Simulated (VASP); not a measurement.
# Cu (Fm-3m) in VASP: notebook

The runs below take Cu through single point, with RPBE.

All numbers are computed with VASP 6.6.1; they aren't measurements. Logs are shortened: lines on timing, memory, paths and dates and some standing lists are left out, and cuts for length are marked.

## (1) The cell of the first run

Symmetry: Fm-3m, No. 225, cubic system. The conventional cell has a = 3.650 Å, b = 3.650 Å, c = 3.650 Å, α = 90.00°, β = 90.00°, γ = 90.00°. Within 3.4 Å of Cu (site symmetry m-3m) lie 12 Cu at 2.58 Å.

## (2) Single point, RPBE

The input, INCAR:

```
SYSTEM = Cu
  PREC = Accurate
  ENCUT = 520
  EDIFF = 1E-6
  ISMEAR = 0
  SIGMA = 0.1
  LREAL = .False.
  LASPH = .True.
  NELM = 100
  ALGO = Normal
  ISIF = 2
  LWAVE = .False.
  LCHARG = .False.
  GGA = RP
  NBANDS = 12
```

The input, KPOINTS:

```
regular mesh
0
Gamma
  8 8 8
  0 0 0
```

The input, POSCAR:

```
Cu
1.0
    0.0000000000      1.8250000000      1.8250000000
    1.8250000000      0.0000000000      1.8250000000
    1.8250000000      1.8250000000      0.0000000000
Cu
1
Direct
    0.0000000000      0.0000000000      0.0000000000
```

Potentials or basis: VASP PAW PBE potentials, release 64 (Cu).

Started as:

```
$ cat potpaw_PBE.64/Cu/POTCAR > POTCAR
$ mpirun -np 1 vasp_std > vasp.out
```

OUTCAR:

```text
SYSTEM = Cu
   PREC = Accurate
   ENCUT = 520
   EDIFF = 1E-6
   ISMEAR = 0
   LREAL = .False.
   LASPH = .True.
   NELM = 100
   ISIF = 2
   GGA = RP

 ion  position               nearest neighbor table
   1  0.000  0.000  0.000-

  LATTYP: Found a face centered cubic cell.
 ALAT       =     3.6500000000

  Lattice vectors:

 A1 = (   0.0000000000,   1.8250000000,   1.8250000000)
 A2 = (   1.8250000000,   0.0000000000,   1.8250000000)
 A3 = (   1.8250000000,   1.8250000000,   0.0000000000)

Analysis of symmetry for initial positions (statically):
=====================================================================
 Subroutine PRICEL returns:
 Original cell was already a primitive cell.

 Routine SETGRP: Setting up the symmetry group for a
 face centered cubic supercell.

 Subroutine GETGRP returns: Found 48 space group operations
 (whereof 48 operations were pure point group operations)
 out of a pool of 48 trial point group operations.

The static configuration has the point symmetry O_h .

Analysis of symmetry for dynamics (positions and initial velocities):
=====================================================================
 Subroutine PRICEL returns:
 Original cell was already a primitive cell.

 Routine SETGRP: Setting up the symmetry group for a
 face centered cubic supercell.

 Subroutine GETGRP returns: Found 48 space group operations
 (whereof 48 operations were pure point group operations)
 out of a pool of 48 trial point group operations.

The dynamic configuration has the point symmetry O_h .

 Subroutine INISYM returns: Found 48 space group operations
 (whereof 48 operations are pure point group operations),
 and found     1 'primitive' translations

----------------------------------------------------------------------------------------

                                     Primitive cell

  volume of cell :      12.1568

  direct lattice vectors                    reciprocal lattice vectors
     0.000000000  1.825000000  1.825000000    -0.273972603  0.273972603  0.273972603
     1.825000000  0.000000000  1.825000000     0.273972603 -0.273972603  0.273972603
     1.825000000  1.825000000  0.000000000     0.273972603  0.273972603 -0.273972603

  length of vectors
     2.580939751  2.580939751  2.580939751     0.474534468  0.474534468  0.474534468

  position of ions in fractional coordinates (direct lattice)
     0.000000000  0.000000000  0.000000000

  ion indices of the primitive-cell ions
   primitive index   ion index
                 1           1

----------------------------------------------------------------------------------------

 KPOINTS: regular mesh

Automatic generation of k-mesh.
 Grid dimensions read from file:
 generate k-points for:    8    8    8

 Generating k-lattice:

  Cartesian coordinates                     Fractional coordinates (reciprocal lattice)
    -0.034246575  0.034246575  0.034246575     0.125000000  0.000000000  0.000000000
     0.034246575 -0.034246575  0.034246575     0.000000000  0.125000000  0.000000000
     0.034246575  0.034246575 -0.034246575     0.000000000  0.000000000  0.125000000

  Length of vectors
     0.059316808  0.059316808  0.059316808

  Shift w.r.t. Gamma in fractional coordinates (k-lattice)
     0.000000000  0.000000000  0.000000000

 Subroutine IBZKPT returns following result:
 ===========================================

 Found     29 irreducible k-points:

 Following reciprocal coordinates:
            Coordinates               Weight
  0.000000  0.000000  0.000000      1.000000
  0.125000  0.000000  0.000000      8.000000
  0.250000  0.000000  0.000000      8.000000
  0.375000  0.000000  0.000000      8.000000
  0.500000  0.000000  0.000000      4.000000
  0.125000  0.125000  0.000000      6.000000
[... 16 lines left out ...]
  0.500000  0.250000  0.125000     48.000000
 -0.375000  0.250000  0.125000     24.000000
 [... further k-points ...]
   k-points           NKPTS =     29   k-points in BZ     NKDIM =     29   number of bands    NBANDS=     12
   number of dos      NEDOS =    301   number of ions     NIONS =      1
   total plane-waves  NPLWV =   8000
   dimension x,y,z NGX =    20 NGY =   20 NGZ =   20
   dimension x,y,z NGXF=    40 NGYF=   40 NGZF=   40
   ions per type =               1
   NGX,Y,Z   is equivalent  to a cutoff of  12.88, 12.88, 12.88 a.u.
   NGXF,Y,Z  is equivalent  to a cutoff of  25.77, 25.77, 25.77 a.u.
 SYSTEM =  Cu
   PREC   = accura    normal or accurate (medium, high low for compatibility)
   ISTART =      0    job   : 0-new  1-cont  2-samecut
   ICHARG =      2    charge: 1-file 2-atom 10-const
   ISPIN  =      1    spin polarized calculation?
   LNONCOLLINEAR =      F non collinear calculations
   LSORBIT =      F    spin-orbit coupling
   LASPH  =      T    aspherical Exc in radial PAW
   ENCUT  =  520.0 eV  38.22 Ry    6.18 a.u.   4.80  4.80  4.80*2*pi/ulx,y,z
   NELM   =    100;   NELMIN=  2; NELMDL= -5     # of ELM steps
   EDIFF  = 0.1E-05   stopping-criterion for ELM
   LREAL  =      F    real-space projection
   EDIFFG = 0.1E-04   stopping-criterion for IOM
   NSW    =      0    number of steps for IOM
   IBRION =     -1    ionic relax: 0-MD 1-quasi-New 2-CG
   NFREE  =      0    steps in history (QN), initial steepest desc. (CG)
   ISIF   =      2    stress and relaxation
   ISYM   =      2    0-nonsym 1-usesym 2-fastsym
   POTIM  = 0.5000    time-step for ionic-motion
   TEBEG  =    0.0;   TEEND  =   0.0 temperature during run
   PSTRESS=    0.0 pullay stress
   NELECT =      11.0000    total number of electrons
   NUPDOWN=      -1.0000    fix difference up-down
   EMIN   =  10.00;   EMAX   =-10.00  energy-range for DOS
   EFERMI =   0.00;   METHOD = LEGACY
   ISMEAR =     0;   SIGMA  =   0.10  broadening in eV -4-tet -1-fermi 0-gaus
   EFERMI_NEDOS =   21; number of points for ismear=-14 and -15
   IALGO  =     38    algorithm
   IMIX   =      4    mixing-type and parameters
     AMIX     =   0.40;   BMIX     =  1.00
     AMIX_MAG =   1.60;   BMIX_MAG =  1.00
  volume/ion in A,a.u.               =      12.16        82.04
  Fermi-wavevector in a.u.,A,eV,Ry     =   1.583432  2.992253 34.113318  2.507258
  Thomas-Fermi vector in A             =   2.683204
   LORBIT       =      0    0 simple, 1 ext, 2 COOP (PROOUT), +10 PAW based schemes
   GGA     = RP    functional components
   LHFCALC =     F    Hartree Fock is set to
   AEXX    =    0.0000 exact exchange contribution
   IVDW    =     0    specifies the selected vdW correction
   LEPSILON=     F    determine dielectric tensor
   LRPA    =     F    only Hartree local field effects (RPA)
 non-spin polarized calculation
 Gauss-broadening in eV      SIGMA  =   0.10
  energy-cutoff  :      520.00
  volume of cell :       12.16
 maximum number of plane-waves:       342
   NGX =  9   NGY =  9   NGZ =  9

 number of electron      10.9999992 magnetization

 Free energy of the ion-electron system (eV)
  ---------------------------------------------------
  ext. energy  EPLUGINS =         0.00000000
  ---------------------------------------------------
  free energy    TOTEN  =        -3.22390201 eV

  energy without entropy =       -3.22083336  energy(sigma->0) =       -3.22236768

 E-fermi :   7.3129     XC(G=0): -12.4206

 val. band max:        7.2384285201   @ k =   0.5000   0.2500   0.1250
 cond. band min:       7.5300454647   @ k =   0.5000   0.1250   0.0000
 fundamental gap:      0.2916169446
 Fermi energy:         7.3128581517

 k-point     1 :       0.0000    0.0000    0.0000
  band No.  band energies     occupation
      1      -1.7343      2.00000
      2       4.4649      2.00000
      3       4.4649      2.00000
      4       4.4649      2.00000
      5       5.2481      2.00000
      6       5.2481      2.00000
      7      29.6936      0.00000
      8      32.2124      0.00000
      9      32.2124      0.00000
     10      32.2124      0.00000
     11      34.6522      0.00000
     12      34.6522      0.00000

 k-point     2 :       0.1250    0.0000    0.0000
  band No.  band energies     occupation
      1      -1.1826      2.00000
      2       4.3603      2.00000
      3       4.5541      2.00000
      4       4.5541      2.00000
      5       5.2206      2.00000
      6       5.2206      2.00000
      7      25.8850      0.00000
      8      30.2751      0.00000
      9      31.0151      0.00000
     10      31.0151      0.00000
     11      36.5518      0.00000
     12      36.5546      0.00000

 k-point     3 :       0.2500    0.0000    0.0000
  band No.  band energies     occupation
      1       0.3484      2.00000
      2       4.2239      2.00000
      3       4.6134      2.00000
      4       4.6134      2.00000
      5       5.3280      2.00000
      6       5.3280      2.00000
      7      19.6083      0.00000
      8      29.5422      0.00000
      9      29.8124      0.00000
     10      29.8124      0.00000
     11      35.4178      0.00000
     12      35.4178      0.00000
[... 286 lines left out ...]
 k-point    23 :       0.5000    0.2500    0.1250
  band No.  band energies     occupation
      1       2.9229      2.00000
      2       3.9065      2.00000
      3       4.2032      2.00000
      4       4.9871      2.00000
      5       5.5720      2.00000
      6       7.2384      1.70747
      7      15.2370      0.00000
      8      20.6143      0.00000
      9      23.4734      0.00000
     10      30.8751      0.00000
     11      34.3543      0.00000
     12      38.0028      0.00000

 k-point    24 :      -0.3750    0.2500    0.1250
  band No.  band energies     occupation
      1       3.2294      2.00000
      2       3.8982      2.00000
      3       4.4035      2.00000
      4       4.8895      2.00000
      5       5.7388      2.00000
      6       9.4703      0.00000
      7      11.5391      0.00000
      8      21.3272      0.00000
      9      21.6973      0.00000
     10      30.5955      0.00000
     11      34.2153      0.00000
     12      41.6037      0.00000

 [... further k-points ...]
[... 5 lines left out ...]
  --------------------------------------------------------------------------------------
  -------------------------------------------------------------------------------------
  Total        0.2849698      0.2849698      0.2849698     -0.0000000     -0.0000000     -0.0000000
  in kB       37.5569879     37.5569879     37.5569879     -0.0000000     -0.0000000     -0.0000000
  external PRESSURE =      37.5569879 kB  Pullay stress =       0.0000000 kB

 VOLUME and BASIS-vectors are now :
 -----------------------------------------------------------------------------
  energy-cutoff  :      520.00
  volume of cell :       12.16
      direct lattice vectors                 reciprocal lattice vectors
     0.000000000  1.825000000  1.825000000    -0.273972603  0.273972603  0.273972603
     1.825000000  0.000000000  1.825000000     0.273972603 -0.273972603  0.273972603
     1.825000000  1.825000000  0.000000000     0.273972603  0.273972603 -0.273972603

 POSITION                                       TOTAL-FORCE (eV/Angst)
 -----------------------------------------------------------------------------------
      0.00000      0.00000      0.00000         0.000000      0.000000     -0.000000
 -----------------------------------------------------------------------------------
    total drift:                               -0.000000     -0.000000     -0.000000

  FREE ENERGIE OF THE ION-ELECTRON SYSTEM (eV)
  ---------------------------------------------------
  free  energy   TOTEN  =        -3.2239020092 eV

  energy  without entropy=       -3.2208333595  energy(sigma->0) =       -3.22236768
```

Run time: 12 s. Hardware: 1 thread of AMD EPYC 7R13, shared host; peak memory 0.09 GiB.

What came out:

- Free energy: -3.2239 eV
- Pressure: 3.8 GPa

Levels at points of the mesh, in eV from the Fermi level:
| k point | band 2 | band 3 | band 4 | band 5 | band 6 | band 7 | band 8 | band 9 | band 10 | band 11 |
| --- | --- | --- | --- | --- | --- | --- | --- | --- | --- | --- |
| (0.00, 0.00, 0.00) | -2.85 | -2.85 | -2.85 | -2.06 | -2.06 | 22.38 | 24.90 | 24.90 | 24.90 | 27.34 |
| (0.50, 0.00, 0.00) | -2.88 | -2.88 | -1.52 | -1.52 | -0.85 | 3.72 | 20.88 | 21.77 | 21.77 | 24.73 |
| (0.50, 0.50, 0.00) | -4.18 | -1.54 | -1.38 | -1.38 | 1.60 | 7.01 | 12.97 | 12.97 | 17.33 | 19.89 |

Caveat: the k points lie up to 0.37 Å⁻¹ apart; the PAW data sets were made with another functional, which shifts forces and pressure a little.

(Continued in part 2 of 2.)
